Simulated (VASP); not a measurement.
A run of VASP 6.6.1 is set up as follows.

File INCAR:

```
  PREC = Accurate
  ENCUT = 520
  EDIFF = 1E-6
  ISMEAR = -1
  SIGMA = 0.1
  LREAL = F
  LASPH = T
  NELM = 60
  ALGO = Normal
  ISIF = 2
  LWAVE = F
  LCHARG = T
  LELF = T
  LVHAR = T
  NBANDS = 24
```

File KPOINTS:

```
Automatic mesh
0
Gamma
  4 4 4
```

File POSCAR:

```
KTeO3
1.0
    4.0385109706      0.0000000000      0.0000000000
    0.0000000000      4.0385109706      0.0000000000
    0.0000000000      0.0000000000      4.0385109706
K Te O
1 1 3
Direct
    0.0000000000      0.0000000000      0.0000000000
    0.5000000000      0.5000000000      0.5000000000
    0.5000000000      0.5000000000      0.0000000000
    0.0000000000      0.5000000000      0.5000000000
    0.5000000000      0.0000000000      0.5000000000
```

Potentials or basis: VASP PAW LDA potentials, release 64 (K_sv, Te, O).

Launch:

```sh
$ cat potpaw_LDA.64/K_sv/POTCAR potpaw_LDA.64/Te/POTCAR potpaw_LDA.64/O/POTCAR > POTCAR
$ mpirun -np 1 vasp_std > vasp.out
```

Estimate the pressure.

0.1 GPa.

Caveat: the k points lie up to 0.39 Å⁻¹ apart; an odd number of electrons without spin polarisation forces a metal; a magnetic or distorted state may lie lower.
